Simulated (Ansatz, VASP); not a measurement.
One calculation of Sc, two programs

```
Sc
1.0
     0.00000    2.24135    2.24135
     2.24135    0.00000    2.24135
     2.24135    2.24135    0.00000
Sc
1
Direct
  0.00000 0.00000 0.00000
```

Alike in both runs: task single point; functional PBE; k mesh 16 × 16 × 16; occupations gaussian, width 0.1 eV; no spin polarisation.

|  | VASP | Ansatz |
| --- | --- | --- |
| version | VASP 6.6.1 | Ansatz 0.2.0 |
| potentials or method | VASP PAW PBE potentials, release 64 (Sc_sv), cutoff 500 eV | scalar-relativistic, plane waves, PAW |
| valence electrons in the cell | 11 | 11 |

Ansatz gave:

```
gap on the k mesh at the Fermi level (eV) : none
pressure (GPa)                            : 5.3
```

**Question.** Estimate VASP's values.

**Answer.** gap on the k mesh at the Fermi level (eV): none; pressure (GPa): 5.4.

A gap of «none» marks a metal or a gap that the smearing closes.
